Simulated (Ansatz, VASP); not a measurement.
## TePb: VASP beside Ansatz

The input INCAR:

```
  PREC = Accurate
  ENCUT = 520
  EDIFF = 1E-6
  ISMEAR = 0
  SIGMA = 0.01
  LREAL = F
  LASPH = T
  NELM = 80
  ALGO = Normal
  ISIF = 2
  LWAVE = F
  LCHARG = T
  GGA = PE
  LELF = T
  LVHAR = T
  NBANDS = 17
```

The input KPOINTS:

```
regular mesh
0
Gamma
  4 4 4
```

The input POSCAR:

```
TePb
1.0
    0.0000000000      3.2310000000      3.2310000000
    3.2310000000      0.0000000000      3.2310000000
    3.2310000000      3.2310000000      0.0000000000
Te Pb
1 1
Direct
    0.4993062457      0.5058937543      0.4953937543
    0.0077300000      0.9963300000      0.9980100000
```

Input for Ansatz:

```yaml
crystal:
  lattice:
    - [0.0, 3.231, 3.231]
    - [3.231, 0.0, 3.231]
    - [3.231, 3.231, 0.0]
  atoms:
    - { symbol: Te, position: [0.49930624574435156, 0.5058937542556484, 0.4953937542556484] }
    - { symbol: Pb, position: [0.00773, 0.99633, 0.99801] }
basis:
  ecutwfc: 540.0
  xc_grid: 2
kpoints:
  mp_grid:
    grid: [4, 4, 4]
hamiltonian:
  xc: pbe
scf:
  convergence:
    dr2_threshold: 1.0e-09
  occupations:
    method: fixed
output:
  forces: true
  stress: true
```

Alike in both runs: task single point; functional PBE; k mesh 4 × 4 × 4; no spin polarisation.

|  | VASP | Ansatz |
| --- | --- | --- |
| version | VASP 6.6.1 | Ansatz 0.2.0 |
| potentials or method | VASP PAW PBE potentials, release 64 (Te, Pb_d), cutoff 520 eV | plane waves, PAW |
| occupations | gaussian, width 0.01 eV | fixed |
| valence electrons in the cell | 20 | 30 |

Ansatz gave:

```
pressure (GPa)                     : 2.2
rms of the force components (eV/Å) : 0.004
```

**Question.** Estimate VASP's values.

**Answer.** Pressure (GPa): 2.1; rms of the force components (eV/Å): 0.004.

Atom by atom the forces differ by 0.000 eV/Å (rms over components). VASP's potentials hold 20 valence electrons a cell and Ansatz's 30, so a difference there can come from the potentials and not from the codes. Ansatz's warnings: stress scf threshold loose.

The k mesh is coarse, so the values compare programs but aren't converged. Neither program's run includes spin-orbit coupling.
